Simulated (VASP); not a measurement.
# Ru (P6_3/mmc) in VASP: notebook, part 2 of 2

VASP 6.6.1. Earlier steps stand in the parts before.

## 4. Single point, LDA, non-collinear spin, zero start, spin-orbit coupling

Contents of INCAR:

```
SYSTEM = Ru
PREC = Accurate
ENCUT = 520
EDIFF = 1E-6
ISMEAR = -1
SIGMA = 0.05
LREAL = .False.
LASPH = .True.
NELM = 150
ALGO = Normal
ISIF = 2
LWAVE = .False.
LCHARG = .False.
LNONCOLLINEAR = .True.
MAGMOM = 0 0 0 0 0 0
LORBIT = 11
LSORBIT = .True.
GGA_COMPAT = .False.
LORBMOM = .True.
LMAXMIX = 4
NBANDS = 40
```

Contents of KPOINTS:

```
regular mesh
0
Gamma
  8 8 5
  0 0 0
```

Contents of POSCAR:

```
Ru
1.0
    2.7058000000      0.0000000000      0.0000000000
   -1.3529000000      2.3432915376      0.0000000000
    0.0000000000      0.0000000000      4.2819000000
Ru
2
Direct
    0.6666666667      0.3333333333      0.7500000000
    0.3333333333      0.6666666667      0.2500000000
```

Potentials or basis: VASP PAW LDA potentials, release 64 (Ru_pv).

On the command line:

```
cat potpaw_LDA.64/Ru_pv/POTCAR > POTCAR
mpirun -np 1 vasp_ncl > vasp.out
```

OUTCAR:

```text
SYSTEM = Ru
   PREC = Accurate
   ENCUT = 520
   EDIFF = 1E-6
   ISMEAR = -1
   LREAL = .False.
   LASPH = .True.
   NELM = 150
   ISIF = 2
   LNONCOLLINEAR = .True.
   LORBIT = 11
   LSORBIT = .True.

 ion  position               nearest neighbor table
   1  0.667  0.333  0.750-   2 2.65   2 2.65   2 2.65   2 2.65   2 2.65   2 2.65
   2  0.333  0.667  0.250-   1 2.65   1 2.65   1 2.65   1 2.65   1 2.65   1 2.65

  LATTYP: Found a hexagonal cell.
 ALAT       =     2.7058000000
 C/A-ratio  =     1.5824894671

  Lattice vectors:

 A1 = (   2.7058000000,   0.0000000000,   0.0000000000)
 A2 = (  -1.3529000000,   2.3432915376,   0.0000000000)
 A3 = (   0.0000000000,   0.0000000000,   4.2819000000)

Analysis of symmetry for initial positions (statically):
=====================================================================
 Subroutine PRICEL returns:
 Original cell was already a primitive cell.

 Routine SETGRP: Setting up the symmetry group for a
 hexagonal supercell.

 Subroutine GETGRP returns: Found 24 space group operations
 (whereof 12 operations were pure point group operations)
 out of a pool of 24 trial point group operations.

The static configuration has the point symmetry D_3d.
 The point group associated with its full space group is D_6h.

Analysis of symmetry for dynamics (positions and initial velocities):
=====================================================================
 Subroutine PRICEL returns:
 Original cell was already a primitive cell.

 Routine SETGRP: Setting up the symmetry group for a
 hexagonal supercell.

 Subroutine GETGRP returns: Found 24 space group operations
 (whereof 12 operations were pure point group operations)
 out of a pool of 24 trial point group operations.

The dynamic configuration has the point symmetry D_3d.
 The point group associated with its full space group is D_6h.

Analysis of structural, dynamic, and magnetic symmetry:
=====================================================================
 Subroutine PRICEL returns:
[... 1247 lines left out ...]
  1        -0.000  -0.000  -0.000
  2        -0.000  -0.000  -0.000
 ----------------------------------------
           -0.000  -0.000  -0.000

 orbital moment (z)

 # of ion     p       d       tot
 ----------------------------------------
  1         0.000   0.000   0.000
  2         0.000  -0.000  -0.000
 ----------------------------------------
            0.000  -0.000  -0.000

 Spin-Orbit-Coupling matrix elements

 Ion:    1  E_soc:     -0.2718653
 l=   1
     0.0000000    -0.0376447    -0.0376916
    -0.0376447     0.0000000    -0.0376447
    -0.0376916    -0.0376447     0.0000000
 l=   2
     0.0000000    -0.0015772     0.0000000    -0.0015772    -0.0061797
    -0.0015772     0.0000000    -0.0044290    -0.0016053    -0.0015772
     0.0000000    -0.0044290     0.0000000    -0.0044290     0.0000000
    -0.0015772    -0.0016053    -0.0044290     0.0000000    -0.0015772
    -0.0061797    -0.0015772     0.0000000    -0.0015772     0.0000000
 l=   3
     0.0000000     0.0000000     0.0000000     0.0000000     0.0000000     0.0000000     0.0000000
     0.0000000     0.0000000     0.0000000     0.0000000     0.0000000     0.0000000     0.0000000
     0.0000000     0.0000000     0.0000000     0.0000000     0.0000000     0.0000000     0.0000000
     0.0000000     0.0000000     0.0000000     0.0000000     0.0000000     0.0000000     0.0000000
     0.0000000     0.0000000     0.0000000     0.0000000     0.0000000     0.0000000     0.0000000
     0.0000000     0.0000000     0.0000000     0.0000000     0.0000000     0.0000000     0.0000000
     0.0000000     0.0000000     0.0000000     0.0000000     0.0000000     0.0000000     0.0000000

 Ion:    2  E_soc:     -0.2718653
 l=   1
     0.0000000    -0.0376447    -0.0376916
    -0.0376447     0.0000000    -0.0376447
    -0.0376916    -0.0376447     0.0000000
 l=   2
     0.0000000    -0.0015772     0.0000000    -0.0015772    -0.0061797
    -0.0015772     0.0000000    -0.0044290    -0.0016053    -0.0015772
     0.0000000    -0.0044290     0.0000000    -0.0044290     0.0000000
    -0.0015772    -0.0016053    -0.0044290     0.0000000    -0.0015772
    -0.0061797    -0.0015772     0.0000000    -0.0015772     0.0000000
 l=   3
     0.0000000     0.0000000     0.0000000     0.0000000     0.0000000     0.0000000     0.0000000
     0.0000000     0.0000000     0.0000000     0.0000000     0.0000000     0.0000000     0.0000000
     0.0000000     0.0000000     0.0000000     0.0000000     0.0000000     0.0000000     0.0000000
     0.0000000     0.0000000     0.0000000     0.0000000     0.0000000     0.0000000     0.0000000
     0.0000000     0.0000000     0.0000000     0.0000000     0.0000000     0.0000000     0.0000000
     0.0000000     0.0000000     0.0000000     0.0000000     0.0000000     0.0000000     0.0000000
     0.0000000     0.0000000     0.0000000     0.0000000     0.0000000     0.0000000     0.0000000

 total charge

# of ion       s       p       d       tot
------------------------------------------
    1        0.406   6.317   5.952  12.676
    2        0.406   6.317   5.952  12.676
--------------------------------------------------
tot          0.813  12.635  11.904  25.352

 magnetization (x)

# of ion       s       p       d       tot
------------------------------------------
    1       -0.000   0.000  -0.000  -0.000
    2       -0.000   0.000  -0.000  -0.000
--------------------------------------------------
tot         -0.000   0.000  -0.000  -0.000

 magnetization (y)

# of ion       s       p       d       tot
------------------------------------------
    1        0.000   0.000   0.000   0.000
    2        0.000   0.000   0.000   0.000
--------------------------------------------------
tot          0.000   0.000   0.000   0.000

 magnetization (z)

# of ion       s       p       d       tot
------------------------------------------
    1        0.000   0.000   0.000   0.000
    2        0.000   0.000   0.000   0.000
--------------------------------------------------
tot          0.000   0.000   0.000   0.000
```

stdout:

```text
POSCAR found type information on POSCAR Ru
 POSCAR found :  1 types and       2 ions
 scaLAPACK will be used
 LDA part: xc-table for (Slater(with rela. corr.)+CA(PZ))
 , standard interpolation
 POSCAR, INCAR and KPOINTS ok, starting setup
 FFT: planning ... GRIDC
 FFT: planning ... GRID_SOFT
 FFT: planning ... GRID
 WAVECAR not read
 entering main loop
```

Run time: 45 s. Hardware: 1 thread of Intel Xeon Platinum 8488C (Sapphire Rapids), shared host; peak memory 0.19 GiB.

Results:

| Quantity | Value |
| --- | --- |
| Free energy | -21.6755 eV |
| Pressure | -11.6 GPa |
| Net moment | 0.00 μB per cell |
| Valence electrons inside the program's atomic spheres | Ru 12.68 |

Moments on the atoms (μB; x, y, z):
```
Ru  0.00 0.00 0.00
Ru  0.00 0.00 0.00
```

## 5. Summary

```csv
level,potentials or basis,spin,k mesh,pressure (GPa),moment (μB)
BLYP,"VASP PAW PBE potentials, release 64 (Ru_pv)",off,11 × 11 × 6,19.7,-
PBEsol,"VASP PAW PBE potentials, release 64 (Ru_pv)","non-collinear, zero start, SOC",8 × 8 × 5,-6.6,0.00
LDA,"VASP PAW LDA potentials, release 64 (Ru_pv)","non-collinear, zero start, SOC",8 × 8 × 5,-11.6,0.00
```

Alike in all rows: task single point; cell as given; cutoff (eV) 520; smearing fermi-dirac 0.05 eV.

Caveats: the PAW data sets were made with another functional, which shifts forces and pressure a little (some runs).

Total energies depend on the potentials used, so only differences within one code and one set of settings carry meaning.
